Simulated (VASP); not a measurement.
# Au: single point with PBEsol

The system is Au.

```xyz
2
Lattice="2.8652 0.0000 0.0000 -1.4326 2.4813 0.0000 0.0000 0.0000 4.7906" Properties=species:S:1:pos:R:3 pbc="T T T"
Au    0.0000    1.6542    3.5929
Au    1.4326    0.8271    1.1976
```

This isn't the form of Au at room conditions, which is fcc.

| Quantity | Value |
| --- | --- |
| Program | VASP 6.6.1 |
| Task | single point |
| Functional | PBEsol |
| Potentials or basis | VASP PAW PBE potentials, release 64 (Au) |
| Cutoff | 520 eV |
| k mesh | 18 × 18 × 10 |
| Occupations | gaussian, width 0.1 eV |
| Spin | no spin polarisation |
| Dipole correction | no |
| Further INCAR settings | ALGO = Fast; EDIFF = 1e-06; NBANDS = 18 |

| Item | Value |
| --- | --- |
| Pressure | -0.2 GPa |
| Band gap on the k mesh | zero (bands 11 and 12 overlap by 6.92 eV) |

Levels at points of the mesh, in eV from the Fermi level:
```
           k point  band 7  band 8  band 9  band 10  band 11  band 12  band 13  band 14  band 15  band 16
(0.00, 0.00, 0.00)   -4.21   -3.53   -3.53    -2.13    -2.13    -1.14     2.77    14.58    15.81    16.81
(0.50, 0.00, 0.00)   -3.71   -1.88   -1.82    -1.63     0.39     1.60     5.79     7.33     7.41    10.30
(0.00, 0.00, 0.50)   -4.57   -4.57   -2.59    -2.59    -2.59    -2.59    10.75    10.75    14.88    14.88
(0.50, 0.00, 0.50)   -2.38   -2.38   -1.71    -1.71     0.45     0.45     4.00     4.00    13.30    13.30
```

It took 3 min on 1 thread of AMD EPYC 7571, with other jobs on the host, peak memory 0.2 GiB.

Caveat: the PAW data sets were made with another functional, which shifts forces and pressure a little; spin-orbit coupling is left out, which moves the levels of the heavy elements.
